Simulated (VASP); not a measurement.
# C (I4_1/amd) in VASP: further runs, part 3 of 3

VASP 6.6.1. Earlier steps stand in the parts before.

### 5 Single point, PBEsol

This run uses another cell than the first one, of the same volume but with other edges.

The input, INCAR:

```
SYSTEM = C
ALGO = Normal ; EDIFF = 1E-7
ENCUT = 520 ; GGA = PS
ISIF = 2 ; ISMEAR = 0
LASPH = .TRUE. ; LCHARG = .TRUE.
LELF = .TRUE. ; LREAL = .FALSE.
LVHAR = .TRUE. ; LWAVE = .FALSE.
NBANDS = 11 ; NELM = 100
PREC = Accurate ; SIGMA = 0.05
```

The input, KPOINTS:

```
k-points
0
G
  12 12 12
  0 0 0
```

The input, POSCAR:

```
C
1.0
    0.0000000000      1.5579434008      2.3369151012
    1.5579434008      0.0000000000      2.3369151012
    1.5579434008      1.5579434008      0.0000000000
C
2
Direct
    0.5000000000      0.5000000000      0.5000000000
    0.7500000000      0.7500000000      0.7500000000
```

Potentials or basis: VASP PAW PBE potentials, release 64 (C).

Run with:

```console
> cat potpaw_PBE.64/C/POTCAR > POTCAR
> mpirun -np 1 vasp_std > vasp.out
```

OUTCAR:

```text
SYSTEM = C
   EDIFF = 1E-7
   ENCUT = 520
   GGA = PS
   ISIF = 2
   ISMEAR = 0
   LASPH = .TRUE.
   LREAL = .FALSE.
   NELM = 100
   PREC = Accurate

 ion  position               nearest neighbor table
   1  0.500  0.500  0.500-   2 1.61   2 1.61   2 1.61   2 1.61
   2  0.750  0.750  0.750-   1 1.61   1 1.61   1 1.61   1 1.61

  LATTYP: Found a body centered tetragonal cell.
 ALAT       =     2.2032646868
 C/A-ratio  =     2.1213203436

  Lattice vectors:

 A1 = (  -1.5579434008,   0.0000000000,   2.3369151012)
 A2 = (   1.5579434008,   0.0000000000,   2.3369151012)
 A3 = (   0.0000000000,   1.5579434008,  -2.3369151012)

Analysis of symmetry for initial positions (statically):
=====================================================================
 Subroutine PRICEL returns:
 Original cell was already a primitive cell.

 Routine SETGRP: Setting up the symmetry group for a
 body centered tetragonal supercell.

 Subroutine GETGRP returns: Found 16 space group operations
 (whereof  8 operations were pure point group operations)
 out of a pool of 16 trial point group operations.

The static configuration has the point symmetry D_2d.
 The point group associated with its full space group is D_4h.

Analysis of symmetry for dynamics (positions and initial velocities):
=====================================================================
 Subroutine PRICEL returns:
 Original cell was already a primitive cell.

 Routine SETGRP: Setting up the symmetry group for a
 body centered tetragonal supercell.

 Subroutine GETGRP returns: Found 16 space group operations
 (whereof  8 operations were pure point group operations)
 out of a pool of 16 trial point group operations.

The dynamic configuration has the point symmetry D_2d.
 The point group associated with its full space group is D_4h.

 Subroutine INISYM returns: Found 16 space group operations
 (whereof  8 operations are pure point group operations),
 and found     1 'primitive' translations

----------------------------------------------------------------------------------------

                                     Primitive cell
[... 116 lines left out ...]
   GGA     = PS    functional components
   LHFCALC =     F    Hartree Fock is set to
   AEXX    =    0.0000 exact exchange contribution
   IVDW    =     0    specifies the selected vdW correction
   LEPSILON=     F    determine dielectric tensor
   LRPA    =     F    only Hartree local field effects (RPA)
 non-spin polarized calculation
 Gauss-broadening in eV      SIGMA  =   0.05
  energy-cutoff  :      520.00
  volume of cell :       11.34
 maximum number of plane-waves:       318
 NGX is ok and might be reduce to    24

 number of electron       8.0000001 magnetization

 Free energy of the ion-electron system (eV)
  ---------------------------------------------------
  ext. energy  EPLUGINS =         0.00000000
  ---------------------------------------------------
  free energy    TOTEN  =       -15.03468473 eV

  energy without entropy =      -15.03392922  energy(sigma->0) =      -15.03430697

 E-fermi :  11.9381     XC(G=0): -13.6204

 val. band max:       11.9301129151   @ k =   0.1667   0.0000   0.0833
 cond. band min:      11.9742086299   @ k =   0.4167  -0.0000   0.1667
 fundamental gap:      0.0440957147
 Fermi energy:        11.9380653412

 k-point     1 :       0.0000    0.0000    0.0000
  band No.  band energies     occupation
      1     -11.6410      2.00000
      2       4.3757      2.00000
      3      12.9245      0.00000
      4      12.9245      0.00000
      5      15.3434      0.00000
      6      15.3434      0.00000
      7      15.6020      0.00000
      8      19.9002      0.00000
      9      29.7211      0.00000
     10      29.9705      0.00000
     11      30.6807      0.00000
[... 309 lines left out ...]
 k-point    24 :      -0.4167    0.1667    0.0000
  band No.  band energies     occupation
      1      -4.9253      2.00000
      2      -2.6104      2.00000
      3       0.9560      2.00000
      4      11.3989      2.00000
      5      13.9510      0.00000
      6      20.6442      0.00000
      7      21.6609      0.00000
      8      24.4988      0.00000
      9      30.5441      0.00000
     10      33.4521      0.00000
     11      36.9979      0.00000

 [... further k-points ...]
[... 5 lines left out ...]
  --------------------------------------------------------------------------------------
  -------------------------------------------------------------------------------------
  Total        9.3725736      9.3725736    -17.7594794      0.0000000     -0.0000000      0.0000000
  in kB     1323.7109431   1323.7109431  -2508.2136649      0.0000000     -0.0000000      0.0000000
  external PRESSURE =      46.4027405 kB  Pullay stress =       0.0000000 kB

 VOLUME and BASIS-vectors are now :
 -----------------------------------------------------------------------------
  energy-cutoff  :      520.00
  volume of cell :       11.34
      direct lattice vectors                 reciprocal lattice vectors
     0.000000000  1.557943401  2.336915101    -0.320935921  0.320935921  0.213957281
     1.557943401  0.000000000  2.336915101     0.320935921 -0.320935921  0.213957281
     1.557943401  1.557943401  0.000000000     0.320935921  0.320935921 -0.213957281

 POSITION                                       TOTAL-FORCE (eV/Angst)
 -----------------------------------------------------------------------------------
      1.55794      1.55794      2.33692        -0.000000     -0.000000     -0.000000
      2.33692      2.33692      3.50537         0.000000      0.000000      0.000000
 -----------------------------------------------------------------------------------
    total drift:                                0.000000      0.000000      0.000000

  FREE ENERGIE OF THE ION-ELECTRON SYSTEM (eV)
  ---------------------------------------------------
  free  energy   TOTEN  =       -15.0346847297 eV

  energy  without entropy=      -15.0339292166  energy(sigma->0) =      -15.03430697
```

stdout:

```text
POSCAR found type information on POSCAR C
 POSCAR found :  1 types and       2 ions
 scaLAPACK will be used
 -----------------------------------------------------------------------------
|                                                                             |
|                                                                             |
|     You enforced a specific xc type in the INCAR file but a different       |
|     I HOPE YOU KNOW WHAT YOU ARE DOING!                                     |
|                                                                             |
 -----------------------------------------------------------------------------

 LDA part: xc-table for (Slater+PW92), standard interpolation
 POSCAR, INCAR and KPOINTS ok, starting setup
 FFT: planning ... GRIDC
 FFT: planning ... GRID_SOFT
 FFT: planning ... GRID
 WAVECAR not read
 entering main loop
```

Run time: 6.4 s. Hardware: 1 thread of Intel Xeon 6975P-C (Granite Rapids), shared host; peak memory 0.13 GiB.

Results:

```yaml
Free_energy: -15.0347 eV
Pressure: 4.6 GPa
Band_gap_on_the_k_mesh: zero (band 4 reaches 13.01 eV, above the bottom of band 5 at 11.41 eV)
```

Caveat: the PAW data sets were made with another functional, which shifts forces and pressure a little.

### 6 The runs side by side

| cell | gap on the mesh (eV) | pressure (GPa) |
| --- | --- | --- |
| a = 2.680, b = 2.680, c = 2.311 Å, angles 64.5, 64.5, 51.1°, 2 atoms | 0.73 | -0.8 |
| a = 2.492, b = 2.492, c = 2.593 Å, angles 58.6, 58.6, 62.7°, 2 atoms | 1.99 | -3.7 |
| a = 2.455, b = 2.455, c = 2.912 Å, angles 53.6, 53.6, 72.7°, 2 atoms | none | -4.7 |
| a = 2.809, b = 2.809, c = 2.203 Å, angles 66.9, 66.9, 46.2°, 2 atoms | none | 4.6 |

Alike in all rows: task single point; level PBEsol; potentials or basis VASP PAW PBE potentials, release 64 (C); no spin polarisation; k mesh 12 × 12 × 12; cutoff (eV) 520; smearing gaussian 0.05 eV.

Caveats: the PAW data sets were made with another functional, which shifts forces and pressure a little.

Absolute energies hang on the potentials; compare differences alone.
